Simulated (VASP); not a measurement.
Write the native input for VASP 6.6.1 that does the following.

| Quantity | Value |
| --- | --- |
| Task | single point |
| Functional | PBEsol |
| Potentials or basis | VASP PAW PBE potentials, release 64 (Si, N) |
| Cutoff | 520 eV |
| k mesh | 7 × 7 × 7 |
| Occupations | fermi-dirac, width 0.05 eV |
| Spin | no spin polarisation |
| Dipole correction | no |
| Further INCAR settings | ALGO = Normal; EDIFF = 1e-06; NBANDS = 25 |

The structure of Si3N4 lies in POSCAR:

```
Si3N4
1.0
    4.1307800000      0.0000000000      0.0000000000
    0.0000000000      4.1307800000      0.0000000000
    0.0000000000      0.0000000000      4.1307800000
Si N
3 4
Direct
    0.0000000000      0.0000000000      0.5000000000
    0.5000000000      0.0000000000      0.0000000000
    0.0000000000      0.5000000000      0.0000000000
    0.2395200000      0.2395200000      0.7604800000
    0.7604800000      0.7604800000      0.7604800000
    0.2395200000      0.7604800000      0.2395200000
    0.7604800000      0.2395200000      0.2395200000
```

The input as run:

INCAR

```
PREC = Accurate
ENCUT = 520
EDIFF = 1E-6
ISMEAR = -1
SIGMA = 0.05
LREAL = F
LASPH = T
NELM = 80
ALGO = Normal
ISIF = 2
LWAVE = F
LCHARG = T
GGA = PS
LELF = T
LVHAR = T
NBANDS = 25
```

KPOINTS

```
Automatic mesh
0
Gamma
  7 7 7
```

Potentials or basis: VASP PAW PBE potentials, release 64 (Si, N).

Launch:

```bash
$ cat potpaw_PBE.64/Si/POTCAR potpaw_PBE.64/N/POTCAR > POTCAR
$ mpirun -np 1 vasp_std > vasp.out
```

It gave:

| Quantity | Value |
| --- | --- |
| Pressure | -3.9 GPa |
| Largest force | 0.051 eV/Å |
| Band gap on the k mesh | 2.61 eV, indirect (least direct gap 2.79 eV) |

Caveat: the PAW data sets were made with another functional, which shifts forces and pressure a little.

Run time: 15 s on 1 thread of AMD EPYC 9R45 96-Core Processor (Zen 5), on a shared host, peak memory 0.15 GiB.
